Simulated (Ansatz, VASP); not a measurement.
## SiH6CO: VASP beside Ansatz

```
O C H Si
1.0
     8.41883    0.00000    0.00000
     0.00000    8.41883    0.00000
     0.00000    0.00000    8.41883
O C H Si
3 3 18 3
Cartesian
  3.0363 4.4459 1.2597
  5.9266 1.2547 6.7151
  5.7838 5.1598 7.9527
  2.7116 5.4384 0.6487
  6.8566 0.9904 5.9850
  6.2742 4.3576 7.1893
  1.9352 6.1406 1.0470
  3.1630 5.7047 -0.3406
  7.3165 1.7628 5.3148
  7.3168 -0.0322 5.9422
  7.2186 3.8127 7.4425
  5.8119 4.1362 6.1962
  2.3924 2.3253 4.8608
  1.3940 0.1746 5.4082
  2.3666 0.5346 3.2047
  3.7971 0.3438 5.1671
  7.9226 4.6944 1.6645
  6.9261 6.3127 3.2063
  6.8765 3.9404 3.7394
  8.9763 5.1569 3.8232
  9.0637 -0.3992 1.8922
  9.0842 0.8961 -0.1623
  7.5339 -0.9654 0.0953
  7.2084 1.0992 1.3840
  2.4974 0.8501 4.6553
  7.6775 5.0271 3.0957
  8.2107 0.1590 0.8030
```

Alike in both runs: functional PBE; dispersion D3(BJ); k mesh 1 × 1 × 1; occupations fermi-dirac, width 0.02 eV; no spin polarisation.

Ansatz relaxed the structure, and its values are those at the end. VASP's run is a single point on that final structure, the one shown.

|  | VASP | Ansatz |
| --- | --- | --- |
| version | VASP 6.6.1 | Ansatz 0.2.0 |
| potentials or method | VASP PAW PBE potentials, release 64 (O_h, C_h, H_h, Si), cutoff 1000 eV | scalar-relativistic, plane waves, PAW |
| valence electrons in the cell | 60 | 60 |

```csv
,VASP,Ansatz,Ansatz less VASP
rms of the force components (eV/Å),0.048,0.050,+0.0015
```
